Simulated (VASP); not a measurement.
# ZrGa3 (I4/mmm) in VASP: notebook, part 2 of 2

VASP 6.6.1. The steps go on from the part before.

## (3) Electric field gradients, LDA (zz strain of +2 %)

Input file INCAR:

```
SYSTEM = ZrGa3
  ALGO = Normal
  EDIFF = 1E-8
  ENCUT = 520
  ISIF = 2
  ISMEAR = -1
  LASPH = .TRUE.
  LCHARG = .FALSE.
  LEFG = .TRUE.
  LREAL = .FALSE.
  LWAVE = .FALSE.
  NBANDS = 34
  NELM = 100
  PREC = Accurate
  SIGMA = 0.03
```

Input file KPOINTS:

```
k-points
0
G
  12 12 12
  0 0 0
```

Input file POSCAR:

```
ZrGa3
1.0
   -1.9855000000      1.9855000000      4.4517900000
    1.9855000000     -1.9855000000      4.4517900000
    1.9855000000      1.9855000000     -4.4517900000
Zr Ga
1 3
Direct
    0.0000000000      0.0000000000      0.0000000000
    0.5000000000      0.5000000000      0.0000000000
    0.7500000000      0.2500000000      0.5000000000
    0.2500000000      0.7500000000      0.5000000000
```

Potentials or basis: VASP PAW LDA potentials, release 64 (Zr_sv, Ga_d).

Run with:

```
> cat potpaw_LDA.64/Zr_sv/POTCAR potpaw_LDA.64/Ga_d/POTCAR > POTCAR
> mpirun -np 1 vasp_std > vasp.out
```

OUTCAR:

```text
SYSTEM = ZrGa3
   EDIFF = 1E-8
   ENCUT = 520
   ISIF = 2
   ISMEAR = -1
   LASPH = .TRUE.
   LREAL = .FALSE.
   NELM = 100
   PREC = Accurate

 ion  position               nearest neighbor table
   1  0.000  0.000  0.000-   2 2.81   2 2.81   2 2.81   2 2.81   4 2.98   3 2.98   4 2.98   4 2.98
                             3 2.98   3 2.98   4 2.98   3 2.98
   2  0.500  0.500  0.000-   1 2.81   1 2.81   1 2.81   1 2.81
   3  0.750  0.250  0.500-   4 2.81   4 2.81   4 2.81   4 2.81   1 2.98   1 2.98   1 2.98   1 2.98

   4  0.250  0.750  0.500-   3 2.81   3 2.81   3 2.81   3 2.81   1 2.98   1 2.98   1 2.98   1 2.98

  LATTYP: Found a body centered tetragonal cell.
 ALAT       =     3.9710000000
 C/A-ratio  =     2.2421505918

  Lattice vectors:

 A1 = (  -1.9855000000,   1.9855000000,   4.4517900000)
 A2 = (   1.9855000000,  -1.9855000000,   4.4517900000)
 A3 = (   1.9855000000,   1.9855000000,  -4.4517900000)

Analysis of symmetry for initial positions (statically):
=====================================================================
 Subroutine PRICEL returns:
 Original cell was already a primitive cell.

 Routine SETGRP: Setting up the symmetry group for a
 body centered tetragonal supercell.
[... 1090 lines left out ...]
      0.00000      1.98550      2.22589        -0.000000     -0.000000     -0.000000
      1.98550      0.00000      2.22589        -0.000000      0.000000     -0.000000
 -----------------------------------------------------------------------------------
    total drift:                               -0.000000     -0.000000      0.000000

  FREE ENERGIE OF THE ION-ELECTRON SYSTEM (eV)
  ---------------------------------------------------
  free  energy   TOTEN  =       -22.1481238315 eV

  energy  without entropy=      -22.1445040268  energy(sigma->0) =      -22.14631393

 Electric field gradients (V/A^2)
---------------------------------------------------------------------
 ion       V_xx      V_yy      V_zz      V_xy      V_xz      V_yz
---------------------------------------------------------------------
   1      17.957    17.957   -35.913    -0.000    -0.000    -0.000
   2     -49.827   -49.827    99.654     0.002     0.002     0.002
   3      21.751    21.751   -43.503     0.002     0.002     0.002
   4      21.751    21.751   -43.503     0.002     0.002     0.002
---------------------------------------------------------------------

 Electric field gradients after diagonalization (V/A^2)
 (convention: |V_zz| > |V_xx| > |V_yy|)
----------------------------------------------------------------------
 ion       V_xx      V_yy      V_zz     asymmetry (V_yy - V_xx)/ V_zz
----------------------------------------------------------------------
   1      17.957    17.956   -35.913       0.000
   2     -49.829   -49.825    99.654       0.000
   3      21.754    21.749   -43.503       0.000
   4      21.754    21.749   -43.503       0.000
----------------------------------------------------------------------

           NMR quadrupolar parameters

 Cq : quadrupolar parameter    Cq=e*Q*V_zz/h
 eta: asymmetry parameters     (V_yy - V_xx)/ V_zz
 Q  : nuclear electric quadrupole moment in mb (millibarn)
----------------------------------------------------------------------
 ion       Cq(MHz)       eta       Q (mb)
----------------------------------------------------------------------
   1      -0.087       0.000       1.000
   2       0.241       0.000       1.000
   3      -0.105       0.000       1.000
   4      -0.105       0.000       1.000
----------------------------------------------------------------------
```

It took 14 min on 1 thread of Intel Xeon Platinum 8259CL at 2.50GHz (Skylake/Cascade Lake), shared host; peak memory 0.44 GiB.

Results:

```yaml
Free_energy: -22.1481 eV
Pressure: -6.9 GPa
Band_gap_on_the_k_mesh: zero (an odd number of electrons rules out a gap without spin polarisation)
Largest_electric_field_gradient_by_atom: Zr -35.9; Ga +99.7, -43.5 (each value once) V/Å²
```

Levels at points of the mesh, in eV from the Fermi level:
```csv
k point,band 24,band 25,band 26,band 27,band 28,band 29
"(0.00, 0.00, 0.00)",-1.45,-1.45,-0.62,1.68,2.05,2.05
"(0.50, 0.00, 0.00)",-1.45,-0.28,0.64,2.38,2.50,2.55
"(0.50, 0.50, 0.00)",-2.36,-2.26,-1.21,2.48,2.76,2.91
"(0.50, 0.50, 0.50)",-0.97,-0.01,1.28,1.28,1.73,3.27
```

Electric field gradients, principal values (V/Å²):
```csv
atom,least,middle,greatest (by size)
1 Zr,17.956,17.957,-35.913
2 Ga,-49.825,-49.829,99.654
3 Ga,21.749,21.754,-43.503
4 Ga,21.749,21.754,-43.503
```

Caveat: the cell differs from its parent crystal (zz strain of +2 %); the stress differs along the axes, from -9 to -2 GPa; without QUAD_EFG the Cq values of the log hold for a quadrupole moment of 1 mb, not for the nuclei.
